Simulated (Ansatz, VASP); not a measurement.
## Rb in VASP and in Ansatz

INCAR

```
PREC = Accurate
ENCUT = 520
EDIFF = 1E-6
ISMEAR = 0
SIGMA = 0.15
LREAL = False
LASPH = True
NELM = 80
ALGO = Fast
ISIF = 2
LWAVE = False
LCHARG = True
GGA = PE
LELF = True
LVHAR = True
NBANDS = 10
```

Contents of KPOINTS:

```
Automatic mesh
0
Gamma
  12 12 12
```

POSCAR

```
Rb
1.0
   -2.6657000000      2.6657000000      2.6657000000
    2.6657000000     -2.6657000000      2.6657000000
    2.6657000000      2.6657000000     -2.6657000000
Rb
1
Direct
    0.0000000000      0.0000000000      0.0000000000
```

Input for Ansatz:

```yaml
crystal:
  lattice:
    - [-2.6657, 2.6657, 2.6657]
    - [2.6657, -2.6657, 2.6657]
    - [2.6657, 2.6657, -2.6657]
  atoms:
    - { symbol: Rb, position: [0.0, 0.0, 0.0] }
basis:
  ecutwfc: 420
kpoints:
  mp_grid: { grid: [12, 12, 12] }
hamiltonian:
  xc: pbe
scf:
  occupations: { method: gaussian, width: 0.15 }
output:
  forces: true
  stress: true
  eigenvalues: true
```

Change from the starting cell: strain -0.050 along x and y, -0.050 along z, atoms carried along.

Alike in both runs: task single point; functional PBE; k mesh 12 × 12 × 12; occupations gaussian, width 0.15 eV; no spin polarisation.

```csv
,VASP,Ansatz
version,VASP 6.6.1,Ansatz 0.2.0
potentials or method,"VASP PAW PBE potentials, release 64 (Rb_sv), cutoff 520 eV","scalar-relativistic, plane waves, PAW"
valence electrons in the cell,9,9
```

```tsv
	VASP	Ansatz	Ansatz less VASP
gap on the k mesh at the Fermi level (eV)	none	none	-
pressure (GPa)	0.7	0.7	0.00
```

A gap of «none» marks a metal or a gap that the smearing closes.
